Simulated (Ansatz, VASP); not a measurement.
# BN: VASP beside Ansatz

```
B N
1.0
    -0.03835    1.80483    1.80483
     1.80483   -0.03835    1.80483
     1.76647    1.76647    0.00000
B N
1 1
Direct
  0.99980 0.99980 0.00020
  0.25020 0.25020 0.24980
```

Change from the starting cell: shear_xy strain -4.2%.

Alike in both runs: task single point; functional r2SCAN; k mesh 12 × 12 × 12; no spin polarisation.

|  | VASP | Ansatz |
| --- | --- | --- |
| version | VASP 6.6.1 | Ansatz 0.2.0 |
| potentials or method | VASP PAW PBE potentials, release 64 (B, N) | plane waves, PAW |
| plane-wave cutoff (eV) | 520 | 500 |
| occupations | gaussian, width 0.01 eV | fixed |
| valence electrons in the cell | 8 | 8 |

```csv
,VASP,Ansatz,Ansatz less VASP
gap on the k mesh at the Fermi level (eV),4.76,4.78,+0.021
pressure (GPa),2.0,0.8,-1.12
"traceless stress, the component that is largest in VASP (GPa)",20.03,19.91,-0.119
rms of the force components (eV/Å),0.006,0.000,-0.0055
```

VASP's potentials were made for PBE, not for r2SCAN. Atom by atom the forces differ by 0.005 eV/Å (rms over components).
